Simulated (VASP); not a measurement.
Crystal: SbPt.

```
Pt Sb
1.0
     3.84532    0.00000    0.00000
    -1.92266    3.33014    0.00000
     0.00000    0.00000    9.41907
Pt Sb
3 3
Direct
  0.00000 0.00000 0.00000
  0.33333 0.66667 0.33333
  0.66667 0.33333 0.66667
  0.66667 0.33333 0.16667
  0.00000 0.00000 0.50000
  0.33333 0.66667 0.83333
```

| Quantity | Value |
| --- | --- |
| Program | VASP 6.6.1 |
| Task | relaxation of cell and atoms |
| Functional | PBEsol |
| Potentials or basis | VASP PAW PBE potentials, release 64 (Pt, Sb) |
| Cutoff | 600 eV |
| k mesh | 12 × 12 × 4 |
| Occupations | gaussian, width 0.1 eV |
| Spin | no spin polarisation |

At the start: pressure 2.5 GPa; volume 20.10 Å³/atom.

Q: How do energy, volume and symmetry change on relaxing?

A: Over 8 steps the energy falls by 2.7 meV/atom and the volume is 20.44 Å³/atom (+1.7 %); space group Fm-3m (No. 225, to 0.1 Å) before and after.

The path:
```csv
step,energy change (eV),largest force (eV/Å),pressure (GPa),volume (Å³)
1,0.0000,0.0000,2.49,120.62
2,0.0256,0.0000,-3.67,126.14
3,-0.0154,0.0000,-0.02,122.67
4,-0.0154,0.0000,0.01,122.63
5,-0.0156,0.0000,0.03,122.63
6,-0.0159,0.0000,0.04,122.63
7,-0.0159,0.0000,0.05,122.62
8,-0.0160,0.0000,0.03,122.62
```

Final structure:
```
Pt Sb
1.0
     3.85442    0.00000    0.00000
    -1.92721    3.33803    0.00000
     0.00000    0.00000    9.53079
Pt Sb
3 3
Direct
  0.00000 0.00000 0.00000
  0.33333 0.66667 0.33333
  0.66667 0.33333 0.66667
  0.66667 0.33333 0.16667
  0.00000 0.00000 0.50000
  0.33333 0.66667 0.83333
```

Caveat: the PAW data sets were made with another functional, which shifts forces and pressure a little; an odd number of electrons without spin polarisation forces a metal; a magnetic or distorted state may lie lower.
